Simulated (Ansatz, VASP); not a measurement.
FeNi3 in VASP and in Ansatz

```xyz
4
Lattice="3.4726 0.0000 0.0000 0.0000 3.4726 0.0000 0.0000 0.0000 3.4726" Properties=species:S:1:pos:R:3 pbc="T T T"
Ni    1.7363    1.7363    0.0000
Ni    1.7363    0.0000    1.7363
Ni    0.0000    1.7363    1.7363
Fe    0.0000    0.0000    0.0000
```

Change from the starting cell: volume scaled by 0.94.

Alike in both runs: task single point; functional PBEsol; k mesh 8 × 8 × 8; occupations fermi-dirac, width 0.05 eV; collinear spin.

```csv
,VASP,Ansatz
version,VASP 6.6.1,Ansatz 0.2.0
potentials or method,"VASP PAW PBE potentials, release 64 (Ni, Fe), cutoff 520 eV","all-electron LAPW, scalar-relativistic"
```

Ansatz gave:

- gap on the k mesh at the Fermi level (eV): none
- pressure (GPa): 3.2
- net moment per atom (μB): 1.17
- size of the moment on the site where the two differ most (μB): 2.85

Problem. Estimate VASP's values.

Solution. gap on the k mesh at the Fermi level (eV): none; pressure (GPa): 3.0; net moment per atom (μB): 1.16; size of the moment on the site where the two differ most (μB): 2.81.

VASP's potentials were made for PBE, not for PBEsol. Site moments also hang on the region over which each program counts them. A gap of «none» marks a metal or a gap that the smearing closes. Ansatz ran all-electron here, and VASP with PAW potentials.
